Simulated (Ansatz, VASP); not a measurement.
## FeO in VASP and in Ansatz

The input INCAR:

```
SYSTEM = FeO
PREC = Accurate
ENCUT = 700
EDIFF = 1E-6
ISMEAR = 0
SIGMA = 0.05
LREAL = .FALSE.
LASPH = .TRUE.
NELM = 200
ALGO = Normal
ISIF = 2
LWAVE = .FALSE.
LCHARG = .FALSE.
LMAXMIX = 4
LDAU = .TRUE.
LDAUTYPE = 2
LDAUL = 2 -1
LDAUU = 1 0
LDAUJ = 0 0
LDAUPRINT = 1
NBANDS = 30
GGA_COMPAT = .FALSE.
```

File KPOINTS:

```
regular mesh
0
G
  7 7 7
  0 0 0
```

The input POSCAR:

```
FeO
1.0
    2.9029055100      0.0000000000      0.0000000000
   -2.9029055000      5.0279798400      0.0000000000
    0.0000000000      0.0000000000      2.8330919500
Fe O
2 2
Direct
    0.0000000000      0.0000000000      0.0000000000
    0.0000000000      0.5000000000      0.0000000000
    0.6666666667      0.1666666667      0.5000000000
    0.6666666667      0.6666666667      0.5000000000
```

Input for Ansatz:

```yaml
crystal:
  lattice:
    - [2.90290551, 0.0, 0.0]
    - [-2.9029055, 5.02797984, 0.0]
    - [0.0, 0.0, 2.83309195]
  atoms:
    - { symbol: Fe, position: [0.0, 0.0, 0.0] }
    - { symbol: O, position: [0.6666666667, 0.1666666667, 0.5] }
    - { symbol: Fe, position: [0.0, 0.5, 0.0] }
    - { symbol: O, position: [0.6666666667, 0.6666666667, 0.5] }
basis:
  ecutwfc: 420
  ecutrho_ratio: 4
kpoints:
  mp_grid: { grid: [7, 7, 7] }
hamiltonian:
  xc: lda
  hubbard:
    sites: [{ site: 0, l: d, u_eff: 1.0 }, { site: 2, l: d, u_eff: 1.0 }]
scf:
  occupations: { method: gaussian, width: 0.05 }
  lower_state_search: "off"
  max_iter: 150
output:
  forces: true
  stress: true
  eigenvalues: true
  populations: true
  hubbard: { sites: [{ site: 0, l: d }, { site: 2, l: d }] }
```

Alike in both runs: task single point; functional LDA; k mesh 7 × 7 × 7; occupations gaussian, width 0.05 eV; no spin polarisation; Hubbard terms Fe d U = 1.0 eV.

```csv
,VASP,Ansatz
version,VASP 6.6.1,Ansatz 0.2.0
potentials or method,"VASP PAW LDA potentials, release 64 (Fe_sv, O), cutoff 700 eV","scalar-relativistic, plane waves, PAW"
valence electrons in the cell,44,44
```

Ansatz gave:

| Item | Value |
| --- | --- |
| gap on the k mesh at the Fermi level (eV) | none |
| rms of the force components (eV/Å) | 0.004 |

Question: Which values does VASP return?

Answer: gap on the k mesh at the Fermi level (eV): none; rms of the force components (eV/Å): 0.006.

LDA's correlation is that of Perdew and Zunger in VASP and of Perdew and Wang (1992) in Ansatz. The programs project onto different local orbitals, so the same U acts differently, and such runs can settle in different states. A gap of «none» marks a metal or a gap that the smearing closes. Ansatz's warnings: filled band counts differ across k points.
